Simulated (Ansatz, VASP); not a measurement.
This is a calculation of PtS2 for Ansatz 0.2.0.

The input input.yaml:

```yaml
crystal:
  lattice:
    - [3.5898263996, 0.0, 0.0]
    - [-1.7949131998, 3.1088808573, 0.0]
    - [0.0, 0.0, 5.105107604]
  atoms:
    - { symbol: Pt, position: [0.0, 0.0, 0.0] }
    - { symbol: S, position: [0.6666666667, 0.3333333333, 0.773] }
    - { symbol: S, position: [0.3333333333, 0.6666666667, 0.227] }
hamiltonian:
  xc: r2scan
  pseudopotentials: { kind: paw }
kpoints:
  mp_grid: { grid: [9, 9, 5] }
scf:
  occupations: { method: fermi_dirac, width: 0.05 }
output:
  forces: true
  stress: true
  eigenvalues: true
```

Potentials or basis: Ansatz PAW.

Run with:

```sh
$ ansatz run input.yaml --threads 2 --pin off --max-ram 5632MiB --backend cpu --events-out ev --progress --plain --runs-dir out
```

Task: Set up the same calculation for VASP 6.6.1. Potentials there: VASP PAW PBE potentials, release 64 (Pt, S).

Result: As run (the cutoff follows the program's own potentials):

Contents of POSCAR:

```
PtS2
1.0
    3.5898263996      0.0000000000      0.0000000000
   -1.7949131998      3.1088808573      0.0000000000
    0.0000000000      0.0000000000      5.1051076040
Pt S
1 2
Direct
    0.0000000000      0.0000000000      0.0000000000
    0.6666666667      0.3333333333      0.7730000000
    0.3333333333      0.6666666667      0.2270000000
```

Contents of INCAR.step1:

```
  ALGO = Normal
  EDIFF = 1E-4
  ENCUT = 520
  GGA = PE
  ISMEAR = -1
  LASPH = T
  LCHARG = F
  LREAL = F
  LWAVE = T
  NBANDS = 18
  NELM = 80
  PREC = Accurate
  SIGMA = 0.05
```

File INCAR.step2:

```
  ALGO = Normal
  EDIFF = 1E-7
  ENCUT = 520
  ISIF = 2
  ISMEAR = -1
  ISTART = 1
  LASPH = T
  LCHARG = F
  LMIXTAU = T
  LREAL = F
  LWAVE = F
  METAGGA = R2SCAN
  NBANDS = 18
  NELM = 80
  PREC = Accurate
  SIGMA = 0.05
```

File KPOINTS:

```
k-points
0
Gamma
  9 9 5
```

Potentials or basis: VASP PAW PBE potentials, release 64 (Pt, S).

Run with:

```sh
$ cat potpaw_PBE.64/Pt/POTCAR potpaw_PBE.64/S/POTCAR > POTCAR
$ cp INCAR.step1 INCAR
$ mpirun -np 1 vasp_std > vasp.out
$ cp INCAR.step2 INCAR
$ mpirun -np 1 vasp_std > vasp.out
```

Both were run:

|  | VASP | Ansatz | Ansatz less VASP |
| --- | --- | --- | --- |
| gap on the k mesh at the Fermi level (eV) | 1.14 | 1.14 | -0.001 |
| least direct gap on the mesh (eV) | 1.21 | 1.21 | +0.005 |
| pressure (GPa) | 2.8 | 2.9 | +0.08 |
| traceless stress, the component that is largest in VASP (GPa) | 1.97 | 1.99 | +0.018 |
| rms of the force components (eV/Å) | 0.297 | 0.300 | +0.0026 |

VASP's potentials were made for PBE, not for r2SCAN. Atom by atom the forces differ by 0.003 eV/Å (rms over components). VASP's potentials hold 22 valence electrons a cell and Ansatz's 30, so a difference there can come from the potentials and not from the codes.

Neither program's run includes spin-orbit coupling. Noted on Ansatz's run: odd divisions of the mesh miss points on the zone boundary, where band edges often lie, so the gap on the mesh can be too wide.
